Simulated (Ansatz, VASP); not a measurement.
**One calculation of Ru, two programs**

The input INCAR:

```
SYSTEM = Ru
PREC     = Accurate       ! precision mode
ENCUT    = 520            ! plane-wave cutoff, eV
EDIFF    = 1E-6           ! SCF threshold, eV
ISMEAR   = 0              ! smearing method
SIGMA    = 0.15           ! smearing width, eV
LREAL    = .FALSE.        ! projectors in reciprocal space
LASPH    = .TRUE.         ! aspherical terms in the spheres
NELM     = 80             ! most SCF steps
ALGO     = Fast           ! electronic algorithm
ISIF     = 2              ! what is computed and relaxed
LWAVE    = .FALSE.        ! write WAVECAR
LCHARG   = .FALSE.        ! write CHGCAR
GGA      = PS             ! functional
NBANDS   = 21             ! bands
```

KPOINTS

```
Automatic mesh
0
G
  18 18 10
  0 0 0
```

The input POSCAR:

```
Ru
1.0
    2.6539119460      0.0000000000      0.0000000000
   -1.3269559730      2.2983551647      0.0000000000
    0.0000000000      0.0000000000      4.2523798378
Ru
2
Direct
    0.3032818421      0.6065636843      0.2500000000
    0.6967181579      0.3934363157      0.7500000000
```

Input for Ansatz:

```yaml
crystal:
  lattice:
    - [2.653911946, 0.0, 0.0]
    - [-1.326955973, 2.2983551647, 0.0]
    - [0.0, 0.0, 4.2523798378]
  atoms:
    - { symbol: Ru, position: [0.3032818421, 0.6065636843, 0.25] }
    - { symbol: Ru, position: [0.6967181579, 0.3934363157, 0.75] }
basis:
  ecutwfc: 420
kpoints:
  mp_grid: { grid: [18, 18, 10] }
hamiltonian:
  xc: pbesol
  pseudopotentials: { kind: paw, azcp: { folder: soft_1 } }
scf:
  occupations: { method: gaussian, width: 0.15 }
output:
  forces: true
  stress: true
  eigenvalues: true
  write_density: true
  write_potential: true
  elf: true
  volumetric_format: npy
```

Change from the starting cell: mode 5 frozen in at -0.140 Å, equal normal strain along x and y -0.0133.

Alike in both runs: task single point; functional PBEsol; k mesh 18 × 18 × 10; occupations gaussian, width 0.15 eV; no spin polarisation.

```csv
,VASP,Ansatz
version,VASP 6.6.1,Ansatz 0.2.0
potentials or method,"VASP PAW PBE potentials, release 64 (Ru_pv), cutoff 520 eV","scalar-relativistic, plane waves, PAW"
valence electrons in the cell,28,32
```

```tsv
	VASP	Ansatz	Ansatz less VASP
gap on the k mesh at the Fermi level (eV)	none	none	-
pressure (GPa)	13.5	13.6	+0.07
traceless stress, the component that is largest in VASP (GPa)	-7.24	-7.21	+0.038
rms of the force components (eV/Å)	1.274	1.277	+0.0030
```

VASP's potentials were made for PBE, not for PBEsol, and Ansatz warns of the same on its side. Atom by atom the forces differ by 0.003 eV/Å (rms over components). A gap of «none» marks a metal or a gap that the smearing closes. VASP's potentials hold 28 valence electrons a cell and Ansatz's 32, so a difference there can come from the potentials and not from the codes.
